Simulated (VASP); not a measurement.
Here is a VASP 6.6.1 calculation.

POSCAR

```
BeTe
1.0
    0.0000000000      2.8286236282      2.8286236282
    2.8286236282      0.0000000000      2.8286236282
    2.8286236282      2.8286236282      0.0000000000
Be Te
1 1
Direct
    0.0000000000      0.0000000000      0.0000000000
    0.2500000000      0.2500000000      0.2500000000
```

Contents of INCAR.step1:

```
SYSTEM = BeTe
PREC = Accurate
ENCUT = 500
EDIFF = 1E-8
ISMEAR = 0
SIGMA = 0.01
LREAL = .FALSE.
LASPH = .TRUE.
NELM = 60
ALGO = Normal
LWAVE = .TRUE.
LCHARG = .FALSE.
GGA = PE
```

INCAR.step2

```
SYSTEM = BeTe
PREC = Accurate
ENCUT = 500
EDIFF = 1E-8
ISMEAR = 0
SIGMA = 0.01
LREAL = .FALSE.
LASPH = .TRUE.
NELM = 1
ALGO = Exact
LWAVE = .TRUE.
LCHARG = .FALSE.
GGA = PE
NBANDS = 139
LOPTICS = .TRUE.
ISTART = 1
```

The input INCAR.step3:

```
SYSTEM = BeTe
PREC = Accurate
ENCUT = 500
EDIFF = 1E-8
ISMEAR = 0
SIGMA = 0.01
LREAL = .FALSE.
LASPH = .TRUE.
ALGO = EVGW0
LWAVE = .FALSE.
LCHARG = .FALSE.
GGA = PE
NELMGW = 1
NBANDS = 139
ENCUTGW = 120.0
NOMEGA = 96
PRECFOCK = Fast
ISTART = 1
NBANDSGW = 12
OMEGAMAX = 20
```

The input KPOINTS:

```
regular mesh
0
G
  4 4 4
  0 0 0
```

Potentials or basis: VASP PAW PBE potentials, release 64 (Be_GW, Te_GW).

Command:

```bash
$ cat potpaw_PBE.64/Be_GW/POTCAR potpaw_PBE.64/Te_GW/POTCAR > POTCAR
$ cp INCAR.step1 INCAR
$ mpirun -np 1 vasp_std > vasp.out
$ cp INCAR.step2 INCAR
$ mpirun -np 1 vasp_std > vasp.out
$ cp INCAR.step3 INCAR
$ mpirun -np 1 vasp_std > vasp.out
```

Problem. Predict the quasiparticle gap.

Solution. 2.77 eV.

Problem. Estimate the least direct quasiparticle gap.

Solution. 4.61 eV.

Problem. Estimate the least direct gap of the starting levels on the mesh.

Solution. 3.62 eV.

Problem. Estimate the band gap of the starting levels on the mesh.

Solution. 2.00 eV.

Caveat: the k points lie up to 0.48 Å⁻¹ apart; bands, screening cutoff and mesh are small and nothing is extrapolated, so the quasiparticle values aren't converged; spin-orbit coupling is left out, which moves the levels of the heavy elements.
